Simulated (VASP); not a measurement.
The system is Co.

```
CELL_PARAMETERS angstrom
4.14431 0.00000 0.00000
-2.07216 3.58908 0.00000
0.00000 0.00000 2.54064
ATOMIC_POSITIONS crystal
Co 0.00000 0.00000 0.00000
Co 0.33333 0.66667 0.50000
Co 0.66667 0.33333 0.50000
```

This isn't the form of Co at room conditions, which is hcp.

| Item | Value |
| --- | --- |
| Program | VASP 6.6.1 |
| Task | relaxation of cell and atoms |
| Functional | r2SCAN |
| Potentials or basis | VASP PAW PBE potentials, release 64 (Co) |
| Cutoff | 600 eV |
| k mesh | 6 × 6 × 6 |
| Occupations | gaussian, width 0.1 eV |
| Spin | collinear spin, ferromagnetic start |
| Starting moments | [2.29, 2.31, 2.31] μB |

At the start: pressure -24.5 GPa; volume 12.60 Å³/atom.

Question: Where does the relaxation end?

Answer: Over 4 steps the energy falls by 159.4 meV/atom and the volume is 10.79 Å³/atom (-14.3 %); space group P6/mmm (No. 191, to 0.1 Å) before and after; moment 5.32 μB per cell.

The path:
```csv
step,energy change (eV),largest force (eV/Å),pressure (GPa),volume (Å³)
1,0.0000,0.0000,-24.46,37.79
2,0.0104,0.0000,42.51,28.22
3,-0.4778,0.0000,-1.02,32.51
4,-0.4782,0.0000,-0.17,32.38
```

Final structure:
```
Co
1.0
     3.93774    0.00000    0.00000
    -1.96887    3.41019    0.00000
     0.00000    0.00000    2.41167
Co
3
Direct
  0.00000 0.00000 0.00000
  0.33333 0.66667 0.50000
  0.66667 0.33333 0.50000
```

Caveat: the k points lie up to 0.43 Å⁻¹ apart in the final cell; the PAW data sets were made with another functional, which shifts forces and pressure a little.
